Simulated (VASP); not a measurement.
Input of a VASP 6.6.1 run:

Contents of POSCAR:

```
KScS2
1.0
    4.0752153074      0.0000000000      0.0000000000
    0.0000000000      4.0752153074      0.0000000000
    0.0000000000      0.0000000000      5.5196101411
K S Sc
1 2 1
Direct
    0.0000000000      0.0000000000      0.0000000000
    0.0000000000      0.0000000000      0.5000000000
    0.5000000000      0.5000000000      0.0000000000
    0.5000000000      0.5000000000      0.5000000000
```

Contents of INCAR.step1:

```
SYSTEM = KScS2
ALGO = Normal
EDIFF = 1E-4
ENCUT = 520
GGA = PE
ISMEAR = -1
LASPH = .True.
LCHARG = .False.
LREAL = .False.
LWAVE = .True.
NBANDS = 24
NELM = 60
PREC = Accurate
SIGMA = 0.02
```

INCAR.step2

```
SYSTEM = KScS2
ALGO = Normal
EDIFF = 1E-6
ENCUT = 520
ISIF = 2
ISMEAR = -1
ISTART = 1
LASPH = .True.
LCHARG = .False.
LMIXTAU = .True.
LREAL = .False.
LWAVE = .False.
METAGGA = R2SCAN
NBANDS = 24
NELM = 60
PREC = Accurate
SIGMA = 0.02
```

The input KPOINTS:

```
k-points
0
Gamma
  6 6 4
  0 0 0
```

Potentials or basis: VASP PAW PBE potentials, release 64 (K_sv, S, Sc_sv).

Run with:

```sh
$ cat potpaw_PBE.64/K_sv/POTCAR potpaw_PBE.64/S/POTCAR potpaw_PBE.64/Sc_sv/POTCAR > POTCAR
$ cp INCAR.step1 INCAR
$ mpirun -np 1 vasp_std > vasp.out
$ cp INCAR.step2 INCAR
$ mpirun -np 1 vasp_std > vasp.out
```

Problem. What does it give for the band gap on the k mesh?

Solution. 0.29 eV.

Problem. Estimate the pressure.

Solution. -1.6 GPa.

Stress tensor (GPa, compression positive):
```
-1.46  0.00  0.00
 0.00 -1.46  0.00
 0.00  0.00 -1.85
```

Caveat: semilocal functionals underestimate gaps, and a narrow one can read as zero; the PAW data sets were made with another functional, which shifts forces and pressure a little. A k mesh can miss the band edges.
